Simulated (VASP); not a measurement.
# Sc in VASP: single point with r2SCAN

Aim: the single point of Sc with r2SCAN.

Everything below comes from runs of VASP 6.6.1. Logs are shortened: lines on timing, memory, paths and dates and some standing lists are left out, and cuts for length are marked.

### Step 1. The cell of the first run

The typed cell holds 2 atoms: a = 3.224 Å, b = 3.224 Å, c = 5.110 Å, α = 90.00°, β = 90.00°, γ = 60.00°.

### Step 2. Single point, r2SCAN

Input file POSCAR:

```
Sc
1.0
    1.6119980000      2.7920610000      0.0000000000
   -1.6119980000      2.7920610000      0.0000000000
    0.0000000000      0.0000000000      5.1104830000
Sc
2
Direct
    0.3333000000      0.3334000000      0.2500000000
    0.6666000000      0.6667000000      0.7500000000
```

Input file INCAR.step1:

```
PREC = Accurate ; ENCUT = 520
ISMEAR = -1 ; SIGMA = 0.1
LREAL = F ; LASPH = T
NELM = 60 ; NBANDS = 18
GGA = PE ; ALGO = Normal
EDIFF = 1E-4 ; LWAVE = T
LCHARG = F
```

Input file INCAR.step2:

```
PREC = Accurate ; ENCUT = 520
EDIFF = 1E-6 ; ISMEAR = -1
SIGMA = 0.1 ; LREAL = F
LASPH = T ; NELM = 60
ALGO = Normal ; ISIF = 2
LWAVE = F ; LCHARG = F
METAGGA = R2SCAN ; LMIXTAU = T
NBANDS = 18 ; ISTART = 1
```

Input file KPOINTS:

```
Automatic mesh
0
Gamma
  12 12 7
```

Potentials or basis: VASP PAW PBE potentials, release 64 (Sc_sv).

On the command line:

```sh
cat potpaw_PBE.64/Sc_sv/POTCAR > POTCAR
cp INCAR.step1 INCAR
mpirun -np 1 vasp_std > vasp.out
cp INCAR.step2 INCAR
mpirun -np 1 vasp_std > vasp.out
```

OUTCAR:

```text
PREC = Accurate
   ENCUT = 520
   EDIFF = 1E-6
   ISMEAR = -1
   LREAL = F
   LASPH = T
   NELM = 60
   ISIF = 2
   METAGGA = R2SCAN
   ISTART = 1

 ion  position               nearest neighbor table
   1  0.333  0.333  0.250-   2 3.16   2 3.16   2 3.16   2 3.16   2 3.16   2 3.16
   2  0.667  0.667  0.750-   1 3.16   1 3.16   1 3.16   1 3.16   1 3.16   1 3.16

  LATTYP: Found a hexagonal cell.
 ALAT       =     3.2239947549
 C/A-ratio  =     1.5851399858

  Lattice vectors:

 A1 = (   1.6119980000,  -2.7920610000,   0.0000000000)
 A2 = (   1.6119980000,   2.7920610000,   0.0000000000)
 A3 = (   0.0000000000,   0.0000000000,   5.1104830000)

Analysis of symmetry for initial positions (statically):
=====================================================================
 Subroutine PRICEL returns:
 Original cell was already a primitive cell.

 Routine SETGRP: Setting up the symmetry group for a
 hexagonal supercell.

 Subroutine GETGRP returns: Found  8 space group operations
 (whereof  2 operations were pure point group operations)
 out of a pool of 24 trial point group operations.

The static configuration has the point symmetry C_2 .
 The point group associated with its full space group is D_2h.

Analysis of symmetry for dynamics (positions and initial velocities):
=====================================================================
 Subroutine PRICEL returns:
 Original cell was already a primitive cell.

 Routine SETGRP: Setting up the symmetry group for a
 hexagonal supercell.

 Subroutine GETGRP returns: Found  8 space group operations
 (whereof  2 operations were pure point group operations)
 out of a pool of 24 trial point group operations.

The dynamic configuration has the point symmetry C_2 .
 The point group associated with its full space group is D_2h.

 Subroutine INISYM returns: Found  8 space group operations
 (whereof  2 operations are pure point group operations),
 and found     1 'primitive' translations

----------------------------------------------------------------------------------------

                                     Primitive cell

  volume of cell :      46.0025

  direct lattice vectors                    reciprocal lattice vectors
     1.611998000  2.792061000  0.000000000     0.310174082  0.179079182  0.000000000
[... 75 lines left out ...]
   NGXF,Y,Z  is equivalent  to a cutoff of  24.75, 24.75, 26.02 a.u.
 SYSTEM =  unknown system
   PREC   = accura    normal or accurate (medium, high low for compatibility)
   ISTART =      1    job   : 0-new  1-cont  2-samecut
   ICHARG =      0    charge: 1-file 2-atom 10-const
   ISPIN  =      1    spin polarized calculation?
   LNONCOLLINEAR =      F non collinear calculations
   LSORBIT =      F    spin-orbit coupling
   LASPH  =      T    aspherical Exc in radial PAW
   ENCUT  =  520.0 eV  38.22 Ry    6.18 a.u.   5.99  5.99  9.50*2*pi/ulx,y,z
   NELM   =     60;   NELMIN=  2; NELMDL=  0     # of ELM steps
   EDIFF  = 0.1E-05   stopping-criterion for ELM
   LREAL  =      F    real-space projection
   EDIFFG = 0.1E-04   stopping-criterion for IOM
   NSW    =      0    number of steps for IOM
   IBRION =     -1    ionic relax: 0-MD 1-quasi-New 2-CG
   NFREE  =      0    steps in history (QN), initial steepest desc. (CG)
   ISIF   =      2    stress and relaxation
   ISYM   =      2    0-nonsym 1-usesym 2-fastsym
   POTIM  = 0.5000    time-step for ionic-motion
   TEBEG  =    0.0;   TEEND  =   0.0 temperature during run
   PSTRESS=    0.0 pullay stress
   NELECT =      22.0000    total number of electrons
   NUPDOWN=      -1.0000    fix difference up-down
   EMIN   =  10.00;   EMAX   =-10.00  energy-range for DOS
   EFERMI =   0.00;   METHOD = LEGACY
   ISMEAR =    -1;   SIGMA  =   0.10  broadening in eV -4-tet -1-fermi 0-gaus
   EFERMI_NEDOS =   21; number of points for ismear=-14 and -15
   IALGO  =     38    algorithm
   IMIX   =      4    mixing-type and parameters
     AMIX     =   0.40;   BMIX     =  1.00
     AMIX_MAG =   1.60;   BMIX_MAG =  1.00
  volume/ion in A,a.u.               =      23.00       155.22
  Fermi-wavevector in a.u.,A,eV,Ry     =   1.280232  2.419287 22.299860  1.638993
  Thomas-Fermi vector in A             =   2.412672
   LORBIT       =      0    0 simple, 1 ext, 2 COOP (PROOUT), +10 PAW based schemes
   METAGGA = R2SCAN    functional components
   LHFCALC =     F    Hartree Fock is set to
   AEXX    =    0.0000 exact exchange contribution
   IVDW    =     0    specifies the selected vdW correction
   LEPSILON=     F    determine dielectric tensor
   LRPA    =     F    only Hartree local field effects (RPA)
 non-spin polarized calculation
  energy-cutoff  :      520.00
  volume of cell :       46.00
 maximum number of plane-waves:      1260
   NGX = 11   NGY = 11   NGZ = 19

 number of electron      21.9999998 magnetization

 Free energy of the ion-electron system (eV)
  ---------------------------------------------------
  ext. energy  EPLUGINS =         0.00000000
  ---------------------------------------------------
  free energy    TOTEN  =       -22.70484672 eV

  energy without entropy =      -22.59227340  energy(sigma->0) =      -22.64856006

 E-fermi :   4.1467     XC(G=0): -10.9076

 val. band max:        4.1460819890   @ k =   0.4167   0.4167   0.4286
 cond. band min:       4.1495144703   @ k =   0.4167   0.0000   0.2857
 fundamental gap:      0.0034324813
 Fermi energy:         4.1466526825

 k-point     1 :       0.0000    0.0000    0.0000
  band No.  band energies     occupation
      1     -47.1771      2.00000
      2     -47.0840      2.00000
      3     -25.1085      2.00000
      4     -24.6456      2.00000
      5     -24.6456      2.00000
      6     -24.5689      2.00000
[... 481 lines left out ...]
      5     -24.8728      2.00000
      6     -24.7498      2.00000
[... 10 lines left out ...]
     17       8.1891      0.00000
     18       8.5686      0.00000

 [... further k-points ...]
[... 5 lines left out ...]
  --------------------------------------------------------------------------------------
  -------------------------------------------------------------------------------------
  Total        1.7373948      1.7384135      1.2749789     -0.0000000      0.0000000      0.0000000
  in kB       60.5100824     60.5455632     44.4050372     -0.0000000      0.0000000      0.0000000
  external PRESSURE =      55.1535609 kB  Pullay stress =       0.0000000 kB

 VOLUME and BASIS-vectors are now :
 -----------------------------------------------------------------------------
  energy-cutoff  :      520.00
  volume of cell :       46.00
      direct lattice vectors                 reciprocal lattice vectors
     1.611998000  2.792061000  0.000000000     0.310174082  0.179079182  0.000000000
    -1.611998000  2.792061000  0.000000000    -0.310174082  0.179079182  0.000000000
     0.000000000  0.000000000  5.110483000     0.000000000  0.000000000  0.195676221

 POSITION                                       TOTAL-FORCE (eV/Angst)
 -----------------------------------------------------------------------------------
     -0.00016      1.86147      1.27762         0.000000     -0.000257      0.000000
     -0.00016      3.72265      3.83286         0.000000      0.000257     -0.000000
 -----------------------------------------------------------------------------------
    total drift:                                0.000000      0.000000     -0.000000

  FREE ENERGIE OF THE ION-ELECTRON SYSTEM (eV)
  ---------------------------------------------------
  free  energy   TOTEN  =       -22.7048467163 eV

  energy  without entropy=      -22.5922733994  energy(sigma->0) =      -22.64856006
```

OUTCAR.step1:

```text
PREC = Accurate
   ENCUT = 520
   ISMEAR = -1
   LREAL = F
   LASPH = T
   NELM = 60
[... 725 lines left out ...]
 -----------------------------------------------------------------------------------
     -0.00016      1.86147      1.27762         0.000000     -0.000320      0.000000
     -0.00016      3.72265      3.83286         0.000000      0.000320      0.000000
 -----------------------------------------------------------------------------------
    total drift:                                0.000000      0.000000     -0.000000

  FREE ENERGIE OF THE ION-ELECTRON SYSTEM (eV)
  ---------------------------------------------------
  free  energy   TOTEN  =       -12.5149292588 eV

  energy  without entropy=      -12.3955169918  energy(sigma->0) =      -12.45522313
```

OSZICAR.step1:

```text
N       E                     dE             d eps       ncg     rms          rms(c)
DAV:   1     0.353184551660E+03    0.35318E+03   -0.11076E+04  6208   0.132E+03
DAV:   2     0.614054818381E+01   -0.34704E+03   -0.34055E+03  7464   0.542E+02
DAV:   3    -0.133794517982E+02   -0.19520E+02   -0.18799E+02 10038   0.154E+02
DAV:   4    -0.137760398101E+02   -0.39659E+00   -0.39466E+00  9272   0.211E+01
DAV:   5    -0.137811917268E+02   -0.51519E-02   -0.51483E-02 10614   0.248E+00    0.808E+00
DAV:   6    -0.126748475913E+02    0.11063E+01   -0.24684E+00  8190   0.178E+01    0.249E+00
DAV:   7    -0.125253522126E+02    0.14950E+00   -0.64704E-01  8346   0.836E+00    0.814E-01
DAV:   8    -0.125159479126E+02    0.94043E-02   -0.23920E-02  7724   0.195E+00    0.221E-01
DAV:   9    -0.125149207046E+02    0.10272E-02   -0.54251E-03  8798   0.803E-01    0.185E-02
DAV:  10    -0.125149292588E+02   -0.85542E-05   -0.65646E-05  4716   0.136E-01
   1 F= -.12514929E+02 E0= -.12455223E+02  d E =-.119412E+00
```

It took 10 min on 1 thread of Oxide Virtual Turin-like, shared host; peak memory 0.22 GiB.

Results:

- Free energy: -22.7048 eV
- Pressure: 5.5 GPa
- Band gap on the k mesh: zero (band 11 reaches 5.02 eV, above the bottom of band 12 at 3.59 eV)

Levels at points of the mesh, in eV from the Fermi level:
| k point | band 8 | band 9 | band 10 | band 11 | band 12 | band 13 | band 14 | band 15 |
| --- | --- | --- | --- | --- | --- | --- | --- | --- |
| (0.00, 0.00, 0.00) | -28.70 | -5.63 | -1.82 | 0.49 | 1.91 | 1.91 | 2.10 | 2.42 |
| (0.50, 0.00, 0.00) | -28.77 | -1.72 | -1.20 | -0.81 | -0.35 | 1.46 | 1.69 | 2.13 |
| (0.50, 0.50, 0.00) | -28.77 | -1.72 | -1.20 | -0.81 | -0.35 | 1.46 | 1.69 | 2.13 |

Caveat: the PAW data sets were made with another functional, which shifts forces and pressure a little.
